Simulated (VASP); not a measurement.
Wanted: the native input for a VASP 6.6.1 run.

```
Task                   : single point
Functional             : LDA
Potentials or basis    : VASP PAW LDA potentials, release 64 (Li_sv, H)
Cutoff                 : 520 eV
k mesh                 : 10 × 10 × 10
Occupations            : gaussian, width 0.01 eV
Spin                   : no spin polarisation
Dipole correction      : no
Further INCAR settings : ALGO = Normal; EDIFF = 1e-07; NBANDS = 9
```

The structure of LiH lies in POSCAR:

```
LiH
1.0
    0.0097722732      1.9593407710      1.9593407710
    1.9593407710      0.0097722732      1.9593407710
    1.9593407710      1.9593407710      0.0097722732
Li H
1 1
Direct
    0.0000000000      0.0000000000      0.0000000000
    0.5000000000      0.5000000000      0.5000000000
```

This cell differs from its parent crystal: equal xy, yz and zx engineering shears of +0.5 %.

These files were run (other wordings do the same):

INCAR

```
ALGO     = Normal         # electronic algorithm
EDIFF    = 1E-7           # SCF threshold, eV
ENCUT    = 520            # plane-wave cutoff, eV
GGA      = CA             # functional
ISIF     = 2              # what is computed and relaxed
ISMEAR   = 0              # smearing method
LASPH    = T              # aspherical terms in the spheres
LCHARG   = F              # write CHGCAR
LREAL    = F              # projectors in reciprocal space
LWAVE    = F              # write WAVECAR
NBANDS   = 9              # bands
NELM     = 80             # most SCF steps
PREC     = Accurate       # precision mode
SIGMA    = 0.01           # smearing width, eV
```

KPOINTS

```
k-points
0
Gamma
  10 10 10
```

Potentials or basis: VASP PAW LDA potentials, release 64 (Li_sv, H).

Run with:

```bash
$ cat potpaw_LDA.64/Li_sv/POTCAR potpaw_LDA.64/H/POTCAR > POTCAR
$ mpirun -np 1 vasp_std > vasp.out
```

Results of the run:

```yaml
Band_gap_on_the_k_mesh: 2.53 eV, direct
```

Caveat: the cell differs from its parent crystal (equal xy, yz and zx engineering shears of +0.5 %).

It took 12 s on 1 thread of AMD EPYC 7R13 Processor (Zen 3), with other jobs on the host, peak memory 0.1 GiB.
